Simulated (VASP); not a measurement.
# As in VASP: further runs, part 2 of 2

VASP 6.6.1. The steps go on from the part before.

## Step 3: Single point, PBE

Contents of INCAR:

```
SYSTEM = As
ALGO     = Normal         ! electronic algorithm
DIPOL    = 0.5 0.5 0.500
EDIFF    = 1E-6           ! SCF threshold, eV
ENCUT    = 400            ! plane-wave cutoff, eV
GGA      = PE             ! functional
GGA_COMPAT= .False.      
IDIPOL   = 3            
ISIF     = 2              ! what is computed and relaxed
ISMEAR   = 0              ! smearing method
LASPH    = .True.         ! aspherical terms in the spheres
LCHARG   = .False.        ! write CHGCAR
LDIPOL   = .True.       
LREAL    = .False.        ! projectors in reciprocal space
LWAVE    = .False.        ! write WAVECAR
NBANDS   = 22             ! bands
NELM     = 120            ! most SCF steps
NELMDL   = -8           
PREC     = Accurate       ! precision mode
SIGMA    = 0.02           ! smearing width, eV
```

Contents of KPOINTS:

```
k-points
0
Gamma
  9 9 1
  0 0 0
```

Contents of POSCAR:

```
As
1.0
    3.3810000000      0.0000000000      0.0000000000
   -1.6905000000      2.9280318902      0.0000000000
    0.0000000000      0.0000000000     28.0000000000
As
2
Direct
    0.3333333333      0.6666666667      0.5266071429
    0.6666666667      0.3333333333      0.4733928571
```

Potentials or basis: VASP PAW PBE potentials, release 64 (As_d).

Started as:

```sh
cat potpaw_PBE.64/As_d/POTCAR > POTCAR
mpirun -np 1 vasp_std > vasp.out
```

OUTCAR:

```text
SYSTEM = As
   EDIFF = 1E-6
   ENCUT = 400
   GGA = PE
   ISIF = 2
   ISMEAR = 0
   LASPH = .True.
   LREAL = .False.
   NELM = 120
   NELMDL = -8
   PREC = Accurate

 ion  position               nearest neighbor table
   1  0.333  0.667  0.527-   2 2.46   2 2.46   2 2.46
   2  0.667  0.333  0.473-   1 2.46   1 2.46   1 2.46

  LATTYP: Found a hexagonal cell.
 ALAT       =     3.3810000000
 C/A-ratio  =     8.2815734990

  Lattice vectors:

 A1 = (   3.3810000000,   0.0000000000,   0.0000000000)
 A2 = (  -1.6905000000,   2.9280318902,   0.0000000000)
 A3 = (   0.0000000000,   0.0000000000,  28.0000000000)

Analysis of symmetry for initial positions (statically):
=====================================================================
 Subroutine PRICEL returns:
 Original cell was already a primitive cell.

 Routine SETGRP: Setting up the symmetry group for a
 hexagonal supercell.

 Subroutine GETGRP returns: Found 12 space group operations
 (whereof 12 operations were pure point group operations)
 out of a pool of 24 trial point group operations.

The static configuration has the point symmetry D_3d.

Analysis of symmetry for dynamics (positions and initial velocities):
=====================================================================
 Subroutine PRICEL returns:
 Original cell was already a primitive cell.

 Routine SETGRP: Setting up the symmetry group for a
 hexagonal supercell.

 Subroutine GETGRP returns: Found 12 space group operations
 (whereof 12 operations were pure point group operations)
 out of a pool of 24 trial point group operations.

The dynamic configuration has the point symmetry D_3d.

 Subroutine INISYM returns: Found 12 space group operations
 (whereof 12 operations are pure point group operations),
 and found     1 'primitive' translations

----------------------------------------------------------------------------------------

                                     Primitive cell

  volume of cell :     277.1909

  direct lattice vectors                    reciprocal lattice vectors
     3.381000000  0.000000000  0.000000000     0.295770482  0.170763167  0.000000000
    -1.690500000  2.928031890  0.000000000     0.000000000  0.341526335  0.000000000
     0.000000000  0.000000000 28.000000000     0.000000000  0.000000000  0.035714286

  length of vectors
     3.381000000  3.381000000 28.000000000     0.341526335  0.341526335  0.035714286

  position of ions in fractional coordinates (direct lattice)
     0.333333333  0.666666667  0.526607143
     0.666666667  0.333333333  0.473392857

  ion indices of the primitive-cell ions
   primitive index   ion index
                 1           1
                 2           2

----------------------------------------------------------------------------------------

 KPOINTS: k-points

Automatic generation of k-mesh.
 Grid dimensions read from file:
 generate k-points for:    9    9    1

 Generating k-lattice:

  Cartesian coordinates                     Fractional coordinates (reciprocal lattice)
     0.032863387  0.018973685  0.000000000     0.111111111 -0.000000000  0.000000000
     0.000000000  0.037947371  0.000000000     0.000000000  0.111111111  0.000000000
     0.000000000  0.000000000  0.035714286     0.000000000  0.000000000  1.000000000

  Length of vectors
     0.037947371  0.037947371  0.035714286

  Shift w.r.t. Gamma in fractional coordinates (k-lattice)
     0.000000000  0.000000000  0.000000000

 Subroutine IBZKPT returns following result:
 ===========================================

 Found     12 irreducible k-points:

 Following reciprocal coordinates:
            Coordinates               Weight
  0.000000  0.000000  0.000000      1.000000
  0.111111 -0.000000  0.000000      6.000000
  0.222222 -0.000000  0.000000      6.000000
  0.333333  0.000000  0.000000      6.000000
  0.444444 -0.000000  0.000000      6.000000
  0.111111  0.111111  0.000000      6.000000
  0.222222  0.111111  0.000000     12.000000
  0.333333  0.111111  0.000000     12.000000
  0.444444  0.111111  0.000000      6.000000
  0.222222  0.222222  0.000000      6.000000
  0.333333  0.222222  0.000000     12.000000
  0.333333  0.333333  0.000000      2.000000
   k-points           NKPTS =     12   k-points in BZ     NKDIM =     12   number of bands    NBANDS=     22
   number of dos      NEDOS =    301   number of ions     NIONS =      2
   total plane-waves  NPLWV = 110592
   dimension x,y,z NGX =    24 NGY =   24 NGZ =  192
   dimension x,y,z NGXF=    48 NGYF=   48 NGZF=  384
   ions per type =               2
   NGX,Y,Z   is equivalent  to a cutoff of  11.80, 11.80, 11.40 a.u.
   NGXF,Y,Z  is equivalent  to a cutoff of  23.60, 23.60, 22.80 a.u.
 SYSTEM =  As
   PREC   = accura    normal or accurate (medium, high low for compatibility)
   ISTART =      0    job   : 0-new  1-cont  2-samecut
   ICHARG =      2    charge: 1-file 2-atom 10-const
   ISPIN  =      1    spin polarized calculation?
   LNONCOLLINEAR =      F non collinear calculations
   LSORBIT =      F    spin-orbit coupling
   LASPH  =      T    aspherical Exc in radial PAW
   ENCUT  =  400.0 eV  29.40 Ry    5.42 a.u.   5.51  5.51 45.66*2*pi/ulx,y,z
   NELM   =    120;   NELMIN=  2; NELMDL= -8     # of ELM steps
   EDIFF  = 0.1E-05   stopping-criterion for ELM
   LREAL  =      F    real-space projection
   EDIFFG = 0.1E-04   stopping-criterion for IOM
   NSW    =      0    number of steps for IOM
   IBRION =     -1    ionic relax: 0-MD 1-quasi-New 2-CG
   NFREE  =      0    steps in history (QN), initial steepest desc. (CG)
   ISIF   =      2    stress and relaxation
   ISYM   =      2    0-nonsym 1-usesym 2-fastsym
   POTIM  = 0.5000    time-step for ionic-motion
   TEBEG  =    0.0;   TEEND  =   0.0 temperature during run
   PSTRESS=    0.0 pullay stress
   NELECT =      30.0000    total number of electrons
   NUPDOWN=      -1.0000    fix difference up-down
   EMIN   =  10.00;   EMAX   =-10.00  energy-range for DOS
   EFERMI =   0.00;   METHOD = LEGACY
   ISMEAR =     0;   SIGMA  =   0.02  broadening in eV -4-tet -1-fermi 0-gaus
   EFERMI_NEDOS =   21; number of points for ismear=-14 and -15
   IALGO  =     38    algorithm
   IMIX   =      4    mixing-type and parameters
     AMIX     =   0.40;   BMIX     =  1.00
     AMIX_MAG =   1.60;   BMIX_MAG =  1.00
  volume/ion in A,a.u.               =     138.60       935.29
  Fermi-wavevector in a.u.,A,eV,Ry     =   0.780169  1.474306  8.281381  0.608664
  Thomas-Fermi vector in A             =   1.883425
   LORBIT       =      0    0 simple, 1 ext, 2 COOP (PROOUT), +10 PAW based schemes
   GGA     = PE    functional components
   LHFCALC =     F    Hartree Fock is set to
   AEXX    =    0.0000 exact exchange contribution
   IVDW    =     0    specifies the selected vdW correction
   LEPSILON=     F    determine dielectric tensor
   LRPA    =     F    only Hartree local field effects (RPA)
 non-spin polarized calculation
 Gauss-broadening in eV      SIGMA  =   0.02
  energy-cutoff  :      400.00
  volume of cell :      277.19
 maximum number of plane-waves:      5107
 NGX is ok and might be reduce to    24
   NGX = 11   NGY = 11   NGZ = 91

 dipolmoment           0.000000      0.000000     -0.000000 electrons x Angstroem

 number of electron      30.0000034 magnetization

 dipolmoment           0.000000      0.000000      0.000000 electrons x Angstroem

 Free energy of the ion-electron system (eV)
  ---------------------------------------------------
  ext. energy  EPLUGINS =         0.00000000
  ---------------------------------------------------
  free energy    TOTEN  =        -9.15164277 eV

  energy without entropy =       -9.15164277  energy(sigma->0) =       -9.15164277

 E-fermi :  -2.8702     XC(G=0):  -2.1236

 val. band max:       -2.9770238741   @ k =   0.0000   0.0000   0.0000
 cond. band min:      -2.5208192947   @ k =   0.3333   0.3333   0.0000
 fundamental gap:      0.4562045793
 Fermi energy:        -2.8701567656

 k-point     1 :       0.0000    0.0000    0.0000
  band No.  band energies     occupation
      1     -39.0109      2.00000
      2     -39.0109      2.00000
      3     -38.9620      2.00000
      4     -38.9620      2.00000
      5     -38.9303      2.00000
      6     -38.8844      2.00000
[... 274 lines left out ...]
      6     -38.9079      2.00000
[... 14 lines left out ...]
     21       5.8394      0.00000
     22       6.2830      0.00000

------------------------ aborting loop because EDIFF is reached ----------------------------------------

 vacuum level on the upper side and lower side of the slab       (xc-potential included)        -0.005        -0.005

  FORCE on cell =-STRESS in cart. coord.  units (eV):
  Direction    XX          YY          ZZ          XY          YZ          ZX
  --------------------------------------------------------------------------------------
  -------------------------------------------------------------------------------------
  Total        2.8809699      2.8809699     -0.8139414      0.0000000      0.0000000      0.0000000
  in kB       16.6521495     16.6521495     -4.7046216      0.0000000      0.0000000      0.0000000
  external PRESSURE =       9.5332258 kB  Pullay stress =       0.0000000 kB

 VOLUME and BASIS-vectors are now :
 -----------------------------------------------------------------------------
  energy-cutoff  :      400.00
  volume of cell :      277.19
      direct lattice vectors                 reciprocal lattice vectors
     3.381000000  0.000000000  0.000000000     0.295770482  0.170763167  0.000000000
    -1.690500000  2.928031890  0.000000000     0.000000000  0.341526335  0.000000000
     0.000000000  0.000000000 28.000000000     0.000000000  0.000000000  0.035714286

 POSITION                                       TOTAL-FORCE (eV/Angst)
 -----------------------------------------------------------------------------------
     -0.00000      1.95202     14.74500        -0.000000      0.000000     -0.495934
      1.69050      0.97601     13.25500         0.000000     -0.000000      0.495934
 -----------------------------------------------------------------------------------
    total drift:                                0.000000     -0.000000      0.000000

  FREE ENERGIE OF THE ION-ELECTRON SYSTEM (eV)
  ---------------------------------------------------
  free  energy   TOTEN  =        -9.1516427657 eV

  energy  without entropy=       -9.1516427657  energy(sigma->0) =       -9.15164277

 vacuum level on the upper side and lower side of the slab         1.221         1.221
```

Run time: 65 s. Hardware: 1 thread of Intel Xeon Platinum 8259CL at 2.50GHz (Skylake/Cascade Lake), shared host; peak memory 0.31 GiB.

Results:

```
Free energy   : -9.1516 eV
Largest force : 0.496 eV/Å
```

Forces on the atoms (eV/Å):
```
As   0.000  0.000 -0.496
As   0.000  0.000  0.496
```

Levels at points of the mesh, in eV from the Fermi level:
| k point | band 11 | band 12 | band 13 | band 14 | band 15 | band 16 | band 17 | band 18 | band 19 | band 20 |
| --- | --- | --- | --- | --- | --- | --- | --- | --- | --- | --- |
| (0.00, 0.00, 0.00) | -15.19 | -8.85 | -2.40 | -0.11 | -0.11 | 2.17 | 3.23 | 3.23 | 3.76 | 3.82 |

## Step 4: Single point, PBE

Contents of INCAR:

```
PREC = Accurate
ENCUT = 400
EDIFF = 1E-6
ISMEAR = 0
SIGMA = 0.02
LREAL = False
LASPH = True
NELM = 120
ALGO = Normal
ISIF = 2
LWAVE = False
LCHARG = True
LDIPOL = True
IDIPOL = 3
DIPOL = 0.5 0.5 0.500
GGA = PE
LELF = True
LVHAR = True
LVACPOTAV = True
NBANDS = 22
GGA_COMPAT = False
NELMDL = -8
```

Contents of KPOINTS:

```
regular mesh
0
Gamma
  9 9 1
```

Contents of POSCAR:

```
As
1.0
    3.3810000000      0.0000000000      0.0000000000
   -1.6905000000      2.9280318902      0.0000000000
    0.0000000000      0.0000000000     28.0000000000
As
2
Direct
    0.3333333333      0.6666666667      0.5106428571
    0.6666666667      0.3333333333      0.4893571429
```

Started as:

```sh
cat potpaw_PBE.64/As_d/POTCAR > POTCAR
mpirun -np 1 vasp_std > vasp.out
```

Run time: 1.7 min. Hardware: 1 thread of AMD EPYC 7R13 (Zen 3), shared host; peak memory 0.28 GiB.

The run converged. Its results:

- Free energy: -4.0091 eV
- Largest force: 8.432 eV/Å
- Band gap on the k mesh: zero (bands 15 and 16 overlap by 1.50 eV)

Forces on the atoms (eV/Å):
```
As   0.000  0.000  8.432
As   0.000  0.000 -8.432
```

Levels at points of the mesh, in eV from the Fermi level:
```csv
k point,band 13,band 14,band 15,band 16,band 17,band 18
"(0.00, 0.00, 0.00)",-4.39,-4.39,-0.28,0.25,1.49,1.49
```

## Step 5: Overview

| cell | gap on the mesh (eV) | largest force (eV/Å) |
| --- | --- | --- |
| as given, atomic positions A | none | 2.54 |
| as given, atomic positions B | - | 0.50 |
| as given, atomic positions C | none | 8.43 |

Alike in all rows: task single point; level PBE; potentials or basis VASP PAW PBE potentials, release 64 (As_d); no spin polarisation; k mesh 9 × 9 × 1; cutoff (eV) 400; smearing gaussian 0.02 eV.

Absolute energies hang on the potentials; compare differences alone.

The gap in the log of VASP goes by the Fermi energy; the results here count the filled bands.